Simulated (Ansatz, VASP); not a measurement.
# Two plane-wave programs on MoS

The input POSCAR:

```
MoS
1.0
    0.0000000000      3.0114943698      3.0114943698
    3.0114943698      0.0000000000      3.0114943698
    3.0114943698      3.0114943698      0.0000000000
Mo S
1 1
Direct
    0.0000000000      0.0000000000      0.0000000000
    0.2500000000      0.2500000000      0.2500000000
```

File INCAR.step1:

```
SYSTEM = MoS
  PREC = Accurate
  ENCUT = 520
  ISMEAR = 0
  SIGMA = 0.1
  LREAL = .False.
  LASPH = .True.
  NELM = 150
  ISPIN = 2
  MAGMOM = 2 0
  LMAXMIX = 4
  LDAU = .True.
  LDAUTYPE = 2
  LDAUL = 2 -1
  LDAUU = 4.38 0
  LDAUJ = 0 0
  NBANDS = 21
  GGA = PE
  ALGO = Normal
  EDIFF = 1E-4
  LWAVE = .True.
  LCHARG = .False.
```

INCAR.step2

```
SYSTEM = MoS
  PREC = Accurate
  ENCUT = 520
  EDIFF = 1E-6
  ISMEAR = 0
  SIGMA = 0.1
  LREAL = .False.
  LASPH = .True.
  NELM = 150
  ALGO = Normal
  ISIF = 2
  LWAVE = .False.
  LCHARG = .False.
  ISPIN = 2
  MAGMOM = 2 0
  LORBIT = 11
  LMAXMIX = 4
  LDAU = .True.
  LDAUTYPE = 2
  LDAUL = 2 -1
  LDAUU = 4.38 0
  LDAUJ = 0 0
  LDAUPRINT = 1
  METAGGA = R2SCAN
  LMIXTAU = .True.
  NBANDS = 21
  ISTART = 1
```

Contents of KPOINTS:

```
Automatic mesh
0
Gamma
  12 12 12
  0 0 0
```

Input for Ansatz:

```yaml
crystal:
  lattice:
    - [0.0, 3.0114943698, 3.0114943698]
    - [3.0114943698, 0.0, 3.0114943698]
    - [3.0114943698, 3.0114943698, 0.0]
  atoms:
    - { symbol: Mo, position: [0.0, 0.0, 0.0], spin: 2.0 }
    - { symbol: S, position: [0.25, 0.25, 0.25] }
basis:
  ecutwfc: 500
kpoints:
  mp_grid: { grid: [12, 12, 12] }
hamiltonian:
  xc: r2scan
  hubbard: { sites: [{ species: Mo, l: d, u_eff: 4.38 }] }
scf:
  occupations: { method: gaussian, width: 0.1 }
output:
  forces: true
  stress: true
  eigenvalues: true
  populations: true
  write_density: true
  write_potential: true
  elf: true
  volumetric_format: npy
magnetization:
  spin_polarized: true
```

Alike in both runs: task single point; functional r2SCAN; k mesh 12 × 12 × 12; occupations gaussian, width 0.1 eV; collinear spin; Hubbard terms Mo d U = 4.38 eV.

```csv
,VASP,Ansatz
version,VASP 6.6.1,Ansatz 0.2.0
potentials or method,"VASP PAW PBE potentials, release 64 (Mo_sv, S), cutoff 520 eV","scalar-relativistic, plane waves, PAW"
valence electrons in the cell,20,20
```

```tsv
	VASP	Ansatz	Ansatz less VASP
gap on the k mesh at the Fermi level (eV)	none	none	-
pressure (GPa)	-3.0	-2.1	+0.90
net moment per atom (μB)	2.00	2.00	0.000
size of the moment on the site where the two differ most (μB)	3.63	3.11	-0.529
```

VASP's potentials were made for PBE, not for r2SCAN. Site moments also hang on the region over which each program counts them. The programs project onto different local orbitals, so the same U acts differently, and such runs can settle in different states. A gap of «none» marks a metal or a gap that the smearing closes. Ansatz's warnings: filled band counts differ across k points, stability check not made.
